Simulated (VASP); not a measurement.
A run of VASP 6.6.1 is set up as follows.

Contents of INCAR:

```
PREC     = Accurate       # precision mode
ENCUT    = 600            # plane-wave cutoff, eV
EDIFF    = 1E-7           # SCF threshold, eV
ISMEAR   = -1             # smearing method
SIGMA    = 0.15           # smearing width, eV
LREAL    = F              # projectors in reciprocal space
LASPH    = T              # aspherical terms in the spheres
NELM     = 100            # most SCF steps
ALGO     = Normal         # electronic algorithm
ISIF     = 3              # what is computed and relaxed
LWAVE    = F              # write WAVECAR
LCHARG   = F              # write CHGCAR
GGA      = PE             # functional
IBRION   = 2              # ionic algorithm
NSW      = 80             # ionic steps
EDIFFG   = -0.001         # ionic threshold
```

KPOINTS

```
regular mesh
0
Gamma
  14 14 14
```

Contents of POSCAR:

```
MgCdHg
1.0
   -1.9381205488      1.9381205488      4.4525468120
    1.9381205488     -1.9381205488      4.4525468120
    1.9381205488      1.9381205488     -4.4525468120
Mg Cd Hg
1 1 1
Direct
    0.6653647962      0.6653647962      0.0000000000
    0.3339694543      0.3339694543      0.0000000000
    0.0006657395      0.0006657395      0.0000000000
```

Potentials or basis: VASP PAW PBE potentials, release 64 (Mg, Cd, Hg).

The run is started by

```sh
$ cat potpaw_PBE.64/Mg/POTCAR potpaw_PBE.64/Cd/POTCAR potpaw_PBE.64/Hg/POTCAR > POTCAR
$ mpirun -np 1 vasp_std > vasp.out
```

**Question.** What does it give for the band gap on the k mesh?

**Answer.** Zero (band 13 reaches 5.72 eV, above the bottom of band 14 at 1.55 eV).

**Question.** Estimate the relaxed cell.

**Answer.** a = 5.242 Å, b = 5.242 Å, c = 5.242 Å, α = 136.60°, β = 136.60°, γ = 63.06°.

**Question.** What does it give for the relaxed volume?

**Answer.** 22.38 Å³/atom.

Final structure:
```xyz
3
Lattice="-1.9382 1.9382 4.4678 1.9382 -1.9382 4.4678 1.9382 1.9382 -4.4678" Properties=species:S:1:pos:R:3 pbc="T T T"
Mg    0.0000    0.0000    5.9451
Cd    0.0000    0.0000    2.9841
Hg    0.0000    0.0000    0.0065
```

Caveat: spin-orbit coupling is left out, which moves the levels of the heavy elements.
